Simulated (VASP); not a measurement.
AlN:

```
Al N
1.0
     3.01349    0.00000    0.00000
    -1.50675    2.60976    0.00000
     0.00000    0.00000    5.05526
Al N
2 2
Direct
  0.33333 0.66667 0.00070
  0.66667 0.33333 0.50070
  0.33333 0.66667 0.37430
  0.66667 0.33333 0.87430
```

This cell differs from its parent crystal: epitaxial xy strain -3.0%.

Base run:

```yaml
Program: VASP 6.6.1
Functional: r2SCAN
Potentials_or_basis: VASP PAW PBE potentials, release 64 (Al, N)
Cutoff: 520 eV
k_mesh: 12 × 12 × 6
Occupations: gaussian, width 0.01 eV
Spin: no spin polarisation
```

Its results: band gap on the k mesh 5.34 eV, direct; pressure 10.7 GPa.

Question: The run is repeated on the same cell with these changes: functional from r2SCAN to HSE06; k mesh from 12 × 12 × 6 to 6 × 6 × 4. What comes out?

Answer: Band gap on the k mesh 6.04 eV, direct; pressure 10.2 GPa.

Several settings changed at once, so the effect can't be laid on one alone.

Caveats: the PAW data sets were made with another functional, which shifts forces and pressure a little.

A k mesh can miss the band edges.
